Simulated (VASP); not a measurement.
Here is a VASP 6.6.1 calculation.

File INCAR:

```
SYSTEM = Al
ALGO     = Normal         ! electronic algorithm
EDIFF    = 1E-7           ! SCF threshold, eV
ENCUT    = 520            ! plane-wave cutoff, eV
GGA      = PS             ! functional
ISIF     = 2              ! what is computed and relaxed
ISMEAR   = -1             ! smearing method
LASPH    = .True.         ! aspherical terms in the spheres
LCHARG   = .True.         ! write CHGCAR
LELF     = .True.         ! ELF
LREAL    = .False.        ! projectors in reciprocal space
LVHAR    = .True.       
LWAVE    = .False.        ! write WAVECAR
NBANDS   = 8              ! bands
NELM     = 80             ! most SCF steps
PREC     = Accurate       ! precision mode
SIGMA    = 0.1            ! smearing width, eV
```

File KPOINTS:

```
k-points
0
Gamma
  20 20 20
  0 0 0
```

Contents of POSCAR:

```
Al
1.0
    0.0000000000      2.0078486142      2.0078486142
    2.0078486142      0.0000000000      2.0078486142
    2.0078486142      2.0078486142      0.0000000000
Al
1
Direct
    0.0000000000      0.0000000000      0.0000000000
```

Potentials or basis: VASP PAW PBE potentials, release 64 (Al).

Launch:

```bash
$ cat potpaw_PBE.64/Al/POTCAR > POTCAR
$ mpirun -np 1 vasp_std > vasp.out
```

Problem. Estimate the pressure.

Solution. 0.0 GPa.

Caveat: the PAW data sets were made with another functional, which shifts forces and pressure a little.
